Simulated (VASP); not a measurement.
Cs, 1 atom in the cell. Symmetry: Im-3m, No. 229, cubic system. The conventional cell has a = 6.029 Å, b = 6.029 Å, c = 6.029 Å, α = 90.00°, β = 90.00°, γ = 90.00°. 

```yaml
Program: VASP 6.6.1
Task: single point
Functional: LDA
Potentials_or_basis: VASP PAW LDA potentials, release 64 (Cs_sv)
Cutoff: 500 eV
k_mesh: 4 × 4 × 4
Occupations: gaussian, width 0.05 eV
Spin: no spin polarisation
Dipole_correction: no
Further_INCAR_settings: ALGO = Normal; EDIFF = 1e-06; NBANDS = 10
```

Potentials or basis: VASP PAW LDA potentials, release 64 (Cs_sv).

Launch:

```bash
$ cat potpaw_LDA.64/Cs_sv/POTCAR > POTCAR
$ mpirun -np 1 vasp_std > vasp.out
```

Hardware: 1 thread of Intel Xeon 8259CL, with other jobs on the host.

**Question.** How long does it take, and how much memory?

**Answer.** Wall time 14 s on 1 thread of Intel Xeon 8259CL (shared host), peak memory 0.18 GiB. Counts: scf iterations 9, k points 8.
